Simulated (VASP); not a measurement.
# PtS2 (v.B) in VASP: a series of runs

Runs on PtS2 (v.B). Level: PBEsol+D3(BJ). Tasks: single point.

Everything below comes from runs of VASP 6.6.1. Logs are shortened: lines on timing, memory, paths and dates and some standing lists are left out, and cuts for length are marked.

## 1. The cell of the first run

The cell holds a sheet with vacuum, 3 atoms: a = 3.560 Å, b = 3.560 Å, c = 16.460 Å, α = 90.00°, β = 90.00°, γ = 120.00°.

## 2. Single point, PBEsol+D3(BJ)

INCAR

```
SYSTEM = PtS2
  PREC = Accurate
  ENCUT = 400
  EDIFF = 1E-6
  ISMEAR = 0
  SIGMA = 0.03
  LREAL = .FALSE.
  LASPH = .TRUE.
  NELM = 120
  ALGO = Normal
  ISIF = 2
  LWAVE = .FALSE.
  LCHARG = .FALSE.
  LDIPOL = .TRUE.
  IDIPOL = 3
  DIPOL = 0.5 0.5 0.500
  GGA = PS
  IVDW = 12
  NBANDS = 18
  GGA_COMPAT = .FALSE.
  NELMDL = -8
```

KPOINTS

```
regular mesh
0
G
  12 12 1
  0 0 0
```

POSCAR

```
PtS2
1.0
    3.5600000000      0.0000000000      0.0000000000
   -1.7800000000      3.0830504375      0.0000000000
    0.0000000000      0.0000000000     16.4600000000
S Pt
2 1
Direct
    0.3333330000      0.6666670000      0.4252733900
    0.6666670000      0.3333330000      0.5747266100
    0.0000000000      0.0000000000      0.5000000000
```

Potentials or basis: VASP PAW PBE potentials, release 64 (S, Pt).

Run with:

```bash
$ cat potpaw_PBE.64/S/POTCAR potpaw_PBE.64/Pt/POTCAR > POTCAR
$ mpirun -np 1 vasp_std > vasp.out
```

OUTCAR:

```text
SYSTEM = PtS2
   PREC = Accurate
   ENCUT = 400
   EDIFF = 1E-6
   ISMEAR = 0
   LREAL = .FALSE.
   LASPH = .TRUE.
   NELM = 120
   ISIF = 2
   GGA = PS
   IVDW = 12
   NELMDL = -8
 IVDW          = 12

 ion  position               nearest neighbor table
   1  0.333  0.667  0.425-   3 2.40   3 2.40   3 2.40
   2  0.667  0.333  0.575-   3 2.40   3 2.40   3 2.40
   3  0.000  0.000  0.500-   1 2.40   2 2.40   2 2.40   1 2.40   2 2.40   1 2.40

  LATTYP: Found a hexagonal cell.
 ALAT       =     3.5600000000
 C/A-ratio  =     4.6235955056

  Lattice vectors:

 A1 = (   3.5600000000,   0.0000000000,   0.0000000000)
 A2 = (  -1.7800000000,   3.0830504375,   0.0000000000)
 A3 = (   0.0000000000,   0.0000000000,  16.4600000000)

Analysis of symmetry for initial positions (statically):
=====================================================================
 Subroutine PRICEL returns:
 Original cell was already a primitive cell.

 Routine SETGRP: Setting up the symmetry group for a
 hexagonal supercell.

 Subroutine GETGRP returns: Found 12 space group operations
 (whereof 12 operations were pure point group operations)
 out of a pool of 24 trial point group operations.

The static configuration has the point symmetry D_3d.

Analysis of symmetry for dynamics (positions and initial velocities):
=====================================================================
 Subroutine PRICEL returns:
 Original cell was already a primitive cell.

 Routine SETGRP: Setting up the symmetry group for a
 hexagonal supercell.

 Subroutine GETGRP returns: Found 12 space group operations
 (whereof 12 operations were pure point group operations)
 out of a pool of 24 trial point group operations.

The dynamic configuration has the point symmetry D_3d.

 Subroutine INISYM returns: Found 12 space group operations
 (whereof 12 operations are pure point group operations),
 and found     1 'primitive' translations

----------------------------------------------------------------------------------------

                                     Primitive cell

  volume of cell :     180.6594

  direct lattice vectors                    reciprocal lattice vectors
     3.560000000  0.000000000  0.000000000     0.280898876  0.162177042  0.000000000
    -1.780000000  3.083050437  0.000000000     0.000000000  0.324354084  0.000000000
     0.000000000  0.000000000 16.460000000     0.000000000  0.000000000  0.060753341

  length of vectors
     3.560000000  3.560000000 16.460000000     0.324354084  0.324354084  0.060753341

  position of ions in fractional coordinates (direct lattice)
     0.333333000  0.666667000  0.425273390
     0.666667000  0.333333000  0.574726610
     0.000000000  0.000000000  0.500000000

  ion indices of the primitive-cell ions
   primitive index   ion index
                 1           1
                 2           2
                 3           3

----------------------------------------------------------------------------------------

 KPOINTS: regular mesh

Automatic generation of k-mesh.
 Grid dimensions read from file:
 generate k-points for:   12   12    1

 Generating k-lattice:

  Cartesian coordinates                     Fractional coordinates (reciprocal lattice)
     0.023408240  0.013514753  0.000000000     0.083333333  0.000000000  0.000000000
     0.000000000  0.027029507  0.000000000     0.000000000  0.083333333  0.000000000
     0.000000000  0.000000000  0.060753341     0.000000000  0.000000000  1.000000000

  Length of vectors
     0.027029507  0.027029507  0.060753341

  Shift w.r.t. Gamma in fractional coordinates (k-lattice)
     0.000000000  0.000000000  0.000000000

 Subroutine IBZKPT returns following result:
 ===========================================

 Found     19 irreducible k-points:

 Following reciprocal coordinates:
            Coordinates               Weight
  0.000000  0.000000  0.000000      1.000000
  0.083333  0.000000  0.000000      6.000000
  0.166667  0.000000  0.000000      6.000000
  0.250000  0.000000  0.000000      6.000000
  0.333333  0.000000  0.000000      6.000000
  0.416667  0.000000  0.000000      6.000000
[... 11 lines left out ...]
  0.333333  0.250000  0.000000     12.000000
  0.333333  0.333333  0.000000      2.000000
   k-points           NKPTS =     19   k-points in BZ     NKDIM =     19   number of bands    NBANDS=     18
   number of dos      NEDOS =    301   number of ions     NIONS =      3
   total plane-waves  NPLWV =  62208
   dimension x,y,z NGX =    24 NGY =   24 NGZ =  108
   dimension x,y,z NGXF=    48 NGYF=   48 NGZF=  216
   ions per type =               2   1
   NGX,Y,Z   is equivalent  to a cutoff of  11.21, 11.21, 10.91 a.u.
   NGXF,Y,Z  is equivalent  to a cutoff of  22.42, 22.42, 21.82 a.u.
 SYSTEM =  PtS2
   PREC   = accura    normal or accurate (medium, high low for compatibility)
   ISTART =      0    job   : 0-new  1-cont  2-samecut
   ICHARG =      2    charge: 1-file 2-atom 10-const
   ISPIN  =      1    spin polarized calculation?
   LNONCOLLINEAR =      F non collinear calculations
   LSORBIT =      F    spin-orbit coupling
   LASPH  =      T    aspherical Exc in radial PAW
   ENCUT  =  400.0 eV  29.40 Ry    5.42 a.u.   5.81  5.81 26.84*2*pi/ulx,y,z
   NELM   =    120;   NELMIN=  2; NELMDL= -8     # of ELM steps
   EDIFF  = 0.1E-05   stopping-criterion for ELM
   LREAL  =      F    real-space projection
   EDIFFG = 0.1E-04   stopping-criterion for IOM
   NSW    =      0    number of steps for IOM
   IBRION =     -1    ionic relax: 0-MD 1-quasi-New 2-CG
   NFREE  =      0    steps in history (QN), initial steepest desc. (CG)
   ISIF   =      2    stress and relaxation
   ISYM   =      2    0-nonsym 1-usesym 2-fastsym
   POTIM  = 0.5000    time-step for ionic-motion
   TEBEG  =    0.0;   TEEND  =   0.0 temperature during run
   PSTRESS=    0.0 pullay stress
   NELECT =      22.0000    total number of electrons
   NUPDOWN=      -1.0000    fix difference up-down
   EMIN   =  10.00;   EMAX   =-10.00  energy-range for DOS
   EFERMI =   0.00;   METHOD = LEGACY
   ISMEAR =     0;   SIGMA  =   0.03  broadening in eV -4-tet -1-fermi 0-gaus
   EFERMI_NEDOS =   21; number of points for ismear=-14 and -15
   IALGO  =     38    algorithm
   IMIX   =      4    mixing-type and parameters
     AMIX     =   0.40;   BMIX     =  1.00
     AMIX_MAG =   1.60;   BMIX_MAG =  1.00
  volume/ion in A,a.u.               =      60.22       406.38
  Fermi-wavevector in a.u.,A,eV,Ry     =   0.811451  1.533420  8.958791  0.658453
  Thomas-Fermi vector in A             =   1.920813
   LORBIT       =      0    0 simple, 1 ext, 2 COOP (PROOUT), +10 PAW based schemes
   GGA     = PS    functional components
   LHFCALC =     F    Hartree Fock is set to
   AEXX    =    0.0000 exact exchange contribution
   IVDW    =    12    specifies the selected vdW correction
   LEPSILON=     F    determine dielectric tensor
   LRPA    =     F    only Hartree local field effects (RPA)
 non-spin polarized calculation
 Gauss-broadening in eV      SIGMA  =   0.03
  energy-cutoff  :      400.00
  volume of cell :      180.66
 maximum number of plane-waves:      3302
 NGX is ok and might be reduce to    24
   NGX = 11   NGY = 11   NGZ = 53

 dipolmoment           0.000000      0.000000     -0.000000 electrons x Angstroem

 number of electron      21.9999994 magnetization

 dipolmoment           0.000000      0.000000      0.000000 electrons x Angstroem

 Free energy of the ion-electron system (eV)
  ---------------------------------------------------
  ext. energy  EPLUGINS =         0.00000000
  ---------------------------------------------------
  free energy    TOTEN  =       -16.92394474 eV

  energy without entropy =      -16.92394474  energy(sigma->0) =      -16.92394474

 E-fermi :  -2.4942     XC(G=0):  -3.9749

 val. band max:       -2.6593641576   @ k =   0.1667   0.1667   0.0000
 cond. band min:      -0.9009402439   @ k =   0.2500   0.0000   0.0000
 fundamental gap:      1.7584239137
 Fermi energy:        -2.4941690406

 k-point     1 :       0.0000    0.0000    0.0000
  band No.  band energies     occupation
      1     -16.6953      2.00000
      2     -14.4351      2.00000
      3      -8.2509      2.00000
      4      -8.2509      2.00000
      5      -7.9001      2.00000
      6      -5.5494      2.00000
[... 10 lines left out ...]
     17       3.8921      0.00000
     18       5.3189      0.00000

 k-point     2 :       0.0833    0.0000    0.0000
  band No.  band energies     occupation
      1     -16.6080      2.00000
      2     -14.4553      2.00000
      3      -8.2422      2.00000
      4      -8.1963      2.00000
      5      -7.8209      2.00000
      6      -5.6839      2.00000
[... 10 lines left out ...]
     17       4.0582      0.00000
     18       5.3054      0.00000

 k-point     3 :       0.1667    0.0000    0.0000
  band No.  band energies     occupation
      1     -16.3569      2.00000
      2     -14.5110      2.00000
      3      -8.1994      2.00000
      4      -8.0499      2.00000
      5      -7.5977      2.00000
      6      -6.1273      2.00000
[... 10 lines left out ...]
     17       4.5371      0.00000
     18       5.2667      0.00000

 k-point     4 :       0.2500    0.0000    0.0000
  band No.  band energies     occupation
      1     -15.9770      2.00000
      2     -14.5871      2.00000
      3      -8.1246      2.00000
      4      -7.8680      2.00000
      5      -7.3454      2.00000
      6      -6.7194      2.00000
[... 270 lines left out ...]
      4      -7.8090      2.00000
      5      -7.2687      2.00000
      6      -6.4184      2.00000
[... 10 lines left out ...]
     17       6.7559      0.00000
     18       6.8647      0.00000

 k-point    18 :       0.3333    0.2500    0.0000
  band No.  band energies     occupation
      1     -14.8337      2.00000
      2     -14.7442      2.00000
      3      -8.4006      2.00000
      4      -7.8368      2.00000
      5      -7.3760      2.00000
      6      -6.2222      2.00000
[... 10 lines left out ...]
     17       6.7023      0.00000
     18       7.1404      0.00000

 k-point    19 :       0.3333    0.3333    0.0000
  band No.  band energies     occupation
      1     -14.7540      2.00000
      2     -14.7540      2.00000
      3      -8.0801      2.00000
      4      -7.8547      2.00000
      5      -7.8547      2.00000
      6      -6.1255      2.00000
[... 10 lines left out ...]
     17       6.7562      0.00000
     18       6.8091      0.00000

------------------------ aborting loop because EDIFF is reached ----------------------------------------

 vacuum level on the upper side and lower side of the slab       (xc-potential included)        -0.217        -0.217

 Edisp (eV)   -0.60273

 E8    (eV) :    -0.3902

  FORCE on cell =-STRESS in cart. coord.  units (eV):
  Direction    XX          YY          ZZ          XY          YZ          ZX
  --------------------------------------------------------------------------------------
  -------------------------------------------------------------------------------------
  Total      -1.97318    -1.97318    -1.01899     0.00000     0.00000     0.00000
  in kB     -17.49918   -17.49918    -9.03692     0.00000     0.00000     0.00000
  external pressure =      -14.68 kB  Pullay stress =        0.00 kB

 VOLUME and BASIS-vectors are now :
 -----------------------------------------------------------------------------
  energy-cutoff  :      400.00
  volume of cell :      180.66
      direct lattice vectors                 reciprocal lattice vectors
     3.560000000  0.000000000  0.000000000     0.280898876  0.162177042  0.000000000
    -1.780000000  3.083050437  0.000000000     0.000000000  0.324354084  0.000000000
     0.000000000  0.000000000 16.460000000     0.000000000  0.000000000  0.060753341

 POSITION                                       TOTAL-FORCE (eV/Angst)
 -----------------------------------------------------------------------------------
     -0.00000      2.05537      7.00000         0.000000     -0.000000      0.401680
      1.78000      1.02768      9.46000        -0.000000      0.000000     -0.401680
      0.00000      0.00000      8.23000        -0.000000      0.000000      0.000000
 -----------------------------------------------------------------------------------
    total drift:                                0.000000      0.000000      0.000000

  FREE ENERGIE OF THE ION-ELECTRON SYSTEM (eV)
  ---------------------------------------------------
  free  energy   TOTEN  =       -17.5266782469 eV

  energy  without entropy=      -17.5266782469  energy(sigma->0) =      -17.52667825

 vacuum level on the upper side and lower side of the slab         3.493         3.493
```

It took 2.1 min on 1 thread of Intel Xeon 8259CL, shared host; peak memory 0.25 GiB.

Results:

| Quantity | Value |
| --- | --- |
| Free energy | -17.5267 eV |
| Largest force | 0.402 eV/Å |
| Band gap on the k mesh | 1.76 eV, indirect (least direct gap 1.91 eV) |
| Dispersion energy per atom | -0.201 eV |

Forces in eV/Å, atoms in the order of the input:
```
S    0.000  0.000  0.402
S    0.000  0.000 -0.402
Pt   0.000  0.000  0.000
```

Caveat: the PAW data sets were made with another functional, which shifts forces and pressure a little; spin-orbit coupling is left out, which moves the levels of the heavy elements.

## 3. Single point, PBEsol+D3(BJ)

This run uses another cell than the first one, of 102.12 Å³/atom, 1.696 times its volume.

INCAR

```
SYSTEM = PtS2
PREC = Accurate ; ENCUT = 400
EDIFF = 1E-6 ; ISMEAR = 0
SIGMA = 0.03 ; LREAL = .False.
LASPH = .True. ; NELM = 120
ALGO = Normal ; ISIF = 2
LWAVE = .False. ; LCHARG = .False.
LDIPOL = .True. ; IDIPOL = 3
DIPOL = 0.5 0.5 0.287 ; GGA = PS
IVDW = 12 ; NBANDS = 18
GGA_COMPAT = .False. ; NELMDL = -8
```

KPOINTS

```
Automatic mesh
0
Gamma
  12 12 1
  0 0 0
```

POSCAR

```
PtS2
1.0
    3.5095884621      0.0000000000      0.0000000000
   -1.7547942311      3.0393927650      0.0000000000
    0.0000000000      0.0000000000     28.7200000024
S Pt
2 1
Direct
    0.3333333333      0.6666666667      0.2437410011
    0.6666666667      0.3333333333      0.3293787760
    0.0000000000      0.0000000000      0.2865598886
```

Potentials or basis: VASP PAW PBE potentials, release 64 (S, Pt).

Run with:

```bash
$ cat potpaw_PBE.64/S/POTCAR potpaw_PBE.64/Pt/POTCAR > POTCAR
$ mpirun -np 1 vasp_std > vasp.out
```

Wall time 6.8 min (1 thread of Intel Xeon 8259CL, shared host); peak memory 0.35 GiB.

Results (log left out):

* Free energy: -17.5540 eV
* Largest force: 0.023 eV/Å
* Band gap on the k mesh: 1.84 eV, indirect (least direct gap 2.00 eV)
* Dispersion energy per atom: -0.206 eV

Forces in eV/Å, atoms in the order of the input:
```
S    0.000  0.000  0.023
S    0.000  0.000 -0.023
Pt   0.000  0.000  0.000
```

Levels at points of the mesh, in eV from the valence-band top:
| k point | band 7 | band 8 | band 9 | band 10 | band 11 | band 12 | band 13 | band 14 | band 15 | band 16 |
| --- | --- | --- | --- | --- | --- | --- | --- | --- | --- | --- |
| (0.00, 0.00, 0.00) | -3.02 | -0.84 | -0.75 | -0.23 | -0.23 | 3.36 | 3.36 | 5.53 | 5.74 | 6.23 |
| (0.50, 0.00, 0.00) | -2.25 | -2.20 | -2.05 | -1.74 | -1.50 | 3.00 | 3.12 | 5.55 | 6.66 | 8.46 |

Caveat: the PAW data sets were made with another functional, which shifts forces and pressure a little; spin-orbit coupling is left out, which moves the levels of the heavy elements.
